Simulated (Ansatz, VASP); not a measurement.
## Two plane-wave programs on CuO

INCAR

```
SYSTEM = CuO
PREC = Accurate ; ENCUT = 600
EDIFF = 1E-6 ; ISMEAR = -1
SIGMA = 0.1 ; LREAL = .FALSE.
LASPH = .TRUE. ; NELM = 120
ALGO = Normal ; ISIF = 2
LWAVE = .FALSE. ; LCHARG = .TRUE.
GGA = PE ; LELF = .TRUE.
LVHAR = .TRUE. ; NBANDS = 25
GGA_COMPAT = .FALSE.
```

Contents of KPOINTS:

```
Automatic mesh
0
G
  9 9 5
  0 0 0
```

The input POSCAR:

```
CuO
1.0
    2.3418500000     -1.7113000000      0.0000000000
    2.3418500000      1.7113000000      0.0000000000
   -0.8500274268      0.0000000000      5.0578693947
Cu O
2 2
Direct
    0.5000000000      0.0000000000      0.5000000000
    0.0000000000      0.5000000000      0.0000000000
    0.4187588197      0.5819588197      0.7519771171
    0.5816000000      0.4184000000      0.2500000000
```

Input for Ansatz:

```yaml
crystal:
  lattice:
    - [2.34185, -1.7113, 0.0]
    - [2.34185, 1.7113, 0.0]
    - [-0.8500274268, 0.0, 5.0578693947]
  atoms:
    - { symbol: Cu, position: [0.5, 0.0, 0.5] }
    - { symbol: Cu, position: [0.0, 0.5, 0.0] }
    - { symbol: O, position: [0.4187588197, 0.5819588197, 0.7519771171] }
    - { symbol: O, position: [0.5816, 0.4184, 0.25] }
hamiltonian:
  xc: pbe
kpoints:
  mp_grid: { grid: [9, 9, 5] }
scf:
  occupations: { method: fermi_dirac, width: 0.1 }
  convergence: { dr2_threshold: 1.0e-11 }
basis:
  ecutwfc: 600
output:
  forces: true
```

Alike in both runs: task single point; functional PBE; k mesh 9 × 9 × 5; occupations fermi-dirac, width 0.1 eV; no spin polarisation.

|  | VASP | Ansatz |
| --- | --- | --- |
| version | VASP 6.6.1 | Ansatz 0.2.0 |
| potentials or method | VASP PAW PBE potentials, release 64 (Cu, O), cutoff 600 eV | scalar-relativistic, plane waves, PAW |
| valence electrons in the cell | 34 | 50 |

```tsv
	VASP	Ansatz	Ansatz less VASP
rms of the force components (eV/Å)	0.099	0.114	+0.0151
```

Atom by atom the forces differ by 0.017 eV/Å (rms over components). VASP's potentials hold 34 valence electrons a cell and Ansatz's 50, so a difference there can come from the potentials and not from the codes.
